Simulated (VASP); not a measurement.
Here is a VASP 6.6.1 calculation.

Contents of INCAR:

```
PREC = Accurate
ENCUT = 520
EDIFF = 1E-6
ISMEAR = 0
SIGMA = 0.15
LREAL = False
LASPH = True
NELM = 80
ALGO = Normal
ISIF = 2
LWAVE = False
LCHARG = True
GGA = PS
IVDW = 12
LELF = True
LVHAR = True
NBANDS = 16
```

The input KPOINTS:

```
Automatic mesh
0
Gamma
  21 21 8
```

File POSCAR:

```
C
1.0
    2.4572195491      0.0000000000      0.0000000000
   -1.2286097746      2.1280145522      0.0000000000
    0.0000000000      0.0000000000      6.2681213479
C
4
Direct
    0.0000000000      0.0000000000      0.0025000000
    0.0000000000      0.0000000000      0.5025000000
    0.3333333333      0.6666666667      0.0025000000
    0.6666666667      0.3333333333      0.5025000000
```

Potentials or basis: VASP PAW PBE potentials, release 64 (C).

The run is started by

```sh
$ cat potpaw_PBE.64/C/POTCAR > POTCAR
$ mpirun -np 1 vasp_std > vasp.out
```

(1) What does it give for the pressure?

(2) What does it give for the band gap on the k mesh?

(3) Predict the dispersion energy per atom.

Answers

(1) 1.8 GPa.

(2) zero (bands 8 and 9 overlap by 0.07 eV).

(3) -0.118 eV.

Caveat: the PAW data sets were made with another functional, which shifts forces and pressure a little.
